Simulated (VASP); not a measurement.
Crystal: Sc3W.

```
Sc W
1.0
     5.99800    0.00000    0.00000
    -2.99900    5.19442    0.00000
     0.00000    0.00000    4.81432
Sc W
6 2
Cartesian
  2.9990 3.4595 1.2036
  -1.4965 4.3270 3.6107
  1.5025 0.8675 1.2036
  0.0000 1.7349 3.6107
  4.4955 0.8675 1.2036
  1.4965 4.3270 3.6107
  0.0000 3.4629 1.2036
  2.9990 1.7315 3.6107
```

| Property | Result |
| --- | --- |
| Program | VASP 6.6.1 |
| Task | relaxation of cell and atoms |
| Functional | PBE |
| Potentials or basis | VASP PAW PBE potentials, release 64 (Sc_sv, W_sv) |
| Cutoff | 600 eV |
| k mesh | 3 × 3 × 4 |
| Occupations | gaussian, width 0.1 eV |
| Spin | no spin polarisation |

At the start: pressure 10.9 GPa; volume 18.75 Å³/atom.

**Question.** Where does the relaxation end?

**Answer.** Over 6 steps the energy falls by 69.3 meV/atom and the volume is 20.70 Å³/atom (+10.4 %); space group P6_3/mmc (No. 194, to 0.1 Å) before and after.

Step by step:
```tsv
step	energy change (eV)	largest force (eV/Å)	pressure (GPa)	volume (Å³)
1	0.0000	0.4999	10.93	150.00
2	-0.2641	0.2046	-6.26	179.51
3	-0.5338	0.2874	-0.30	166.36
4	-0.5338	0.2904	-0.13	166.02
5	-0.5509	0.1115	0.07	165.79
6	-0.5542	0.0021	0.22	165.64
```

Final structure:
```
Sc W
1.0
     6.21522    0.00000    0.00000
    -3.10761    5.38254    0.00000
     0.00000    0.00000    4.95120
Sc W
6 2
Direct
  0.82968 0.65936 0.25000
  0.17032 0.82968 0.75000
  0.34064 0.17032 0.25000
  0.17032 0.34064 0.75000
  0.82968 0.17032 0.25000
  0.65936 0.82968 0.75000
  0.33333 0.66667 0.25000
  0.66667 0.33333 0.75000
```

Caveat: the k points lie up to 0.39 Å⁻¹ apart in the final cell, too coarse for converged energies and pressures of a metal.
